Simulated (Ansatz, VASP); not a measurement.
One calculation of TiO2, two programs

```
CELL_PARAMETERS angstrom
-1.89960 1.89960 4.84887
1.89960 -1.89960 4.84887
1.89960 1.89960 -4.84887
ATOMIC_POSITIONS crystal
Ti 0.00000 0.00000 0.00000
Ti 0.75000 0.25000 0.50000
O 0.95648 0.45648 0.50000
O 0.20648 0.20648 0.00000
O 0.54352 0.04352 0.50000
O 0.79352 0.79352 0.00000
```

Alike in both runs: task single point; functional PBE; k mesh 10 × 10 × 10; occupations gaussian, width 0.02 eV; no spin polarisation.

|  | VASP | Ansatz |
| --- | --- | --- |
| version | VASP 6.6.1 | Ansatz 0.2.0 |
| potentials or method | VASP PAW PBE potentials, release 64 (Ti_sv, O), cutoff 520 eV | scalar-relativistic, plane waves, PAW |
| valence electrons in the cell | 48 | 48 |

|  | VASP | Ansatz | Ansatz less VASP |
| --- | --- | --- | --- |
| gap on the k mesh at the Fermi level (eV) | 2.11 | 2.14 | +0.023 |
| least direct gap on the mesh (eV) | 2.41 | 2.43 | +0.022 |
| pressure (GPa) | 0.7 | 0.0 | -0.66 |
| traceless stress, the component that is largest in VASP (GPa) | 0.07 | 0.03 | -0.033 |
| rms of the force components (eV/Å) | 0.009 | 0.001 | -0.0087 |

Atom by atom the forces differ by 0.009 eV/Å (rms over components). The functional is the same, so the differences come from potentials, cutoffs and numerics.
